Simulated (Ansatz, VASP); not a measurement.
# HfMg3 in VASP and in Ansatz

```
Hf Mg
1.0
     4.43338    0.00000    0.00000
     0.00000    4.43338    0.00000
     0.00000    0.00000    4.43338
Hf Mg
1 3
Direct
  0.00000 0.00000 0.00000
  0.00000 0.50000 0.50000
  0.50000 0.00000 0.50000
  0.50000 0.50000 0.00000
```

Alike in both runs: task single point; functional PBE; k mesh 6 × 6 × 6; occupations fermi-dirac, width 0.05 eV; no spin polarisation.

|  | VASP | Ansatz |
| --- | --- | --- |
| version | VASP 6.6.1 | Ansatz 0.2.0 |
| potentials or method | VASP PAW PBE potentials, release 64 (Hf_pv, Mg) | Ansatz PAW |
| plane-wave cutoff (eV) | 520 | 420 |
| valence electrons in the cell | 16 | 56 |

|  | VASP | Ansatz | Ansatz less VASP |
| --- | --- | --- | --- |
| gap on the k mesh at the Fermi level (eV) | none | none | - |
| pressure (GPa) | -0.1 | 0.1 | +0.12 |

A gap of «none» marks a metal or a gap that the smearing closes. The functional is the same, so the differences come from potentials, cutoffs and numerics. VASP's potentials hold 16 valence electrons a cell and Ansatz's 56, so a difference there can come from the potentials and not from the codes.

Spin-orbit coupling is off throughout.
